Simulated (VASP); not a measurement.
Set up this calculation in VASP 6.6.1, as the native input.

```
Task                   : single point
Functional             : r2SCAN
Potentials or basis    : VASP PAW PBE potentials, release 64 (Ta_pv)
Cutoff                 : 520 eV
k mesh                 : 14 × 14 × 14
Occupations            : fermi-dirac, width 0.1 eV
Spin                   : no spin polarisation
Dipole correction      : no
Further INCAR settings : ALGO = Normal; EDIFF = 1e-06; NBANDS = 12
```

Crystal: Ta.

```
CELL_PARAMETERS angstrom
0.00000 2.04617 2.04617
2.04617 0.00000 2.04617
2.04617 2.04617 0.00000
ATOMIC_POSITIONS crystal
Ta 0.00000 0.00000 0.00000
```

This cell differs from its parent crystal: volume scaled by 0.92.

The input as run:

POSCAR

```
Ta
1.0
    0.0000000000      2.0461652768      2.0461652768
    2.0461652768      0.0000000000      2.0461652768
    2.0461652768      2.0461652768      0.0000000000
Ta
1
Direct
    0.0000000000      0.0000000000      0.0000000000
```

INCAR.step1

```
SYSTEM = Ta
PREC = Accurate
ENCUT = 520
ISMEAR = -1
SIGMA = 0.1
LREAL = .False.
LASPH = .True.
NELM = 100
NBANDS = 12
GGA = PE
ALGO = Normal
EDIFF = 1E-4
LWAVE = .True.
LCHARG = .False.
```

INCAR.step2

```
SYSTEM = Ta
PREC = Accurate
ENCUT = 520
EDIFF = 1E-6
ISMEAR = -1
SIGMA = 0.1
LREAL = .False.
LASPH = .True.
NELM = 100
ALGO = Normal
ISIF = 2
LWAVE = .False.
LCHARG = .True.
METAGGA = R2SCAN
LMIXTAU = .True.
LELF = .True.
LVHAR = .True.
NBANDS = 12
ISTART = 1
```

KPOINTS

```
regular mesh
0
Gamma
  14 14 14
  0 0 0
```

Potentials or basis: VASP PAW PBE potentials, release 64 (Ta_pv).

Run with:

```console
$ cat potpaw_PBE.64/Ta_pv/POTCAR > POTCAR
$ cp INCAR.step1 INCAR
$ mpirun -np 1 vasp_std > vasp.out
$ cp INCAR.step2 INCAR
$ mpirun -np 1 vasp_std > vasp.out
```

It gave:

```
Pressure : 20.0 GPa
```

Caveat: the PAW data sets were made with another functional, which shifts forces and pressure a little.

It took 24 s on 1 thread of Intel(R) Xeon(R) 6975P-C (Granite Rapids), on a shared host, peak memory 0.15 GiB.
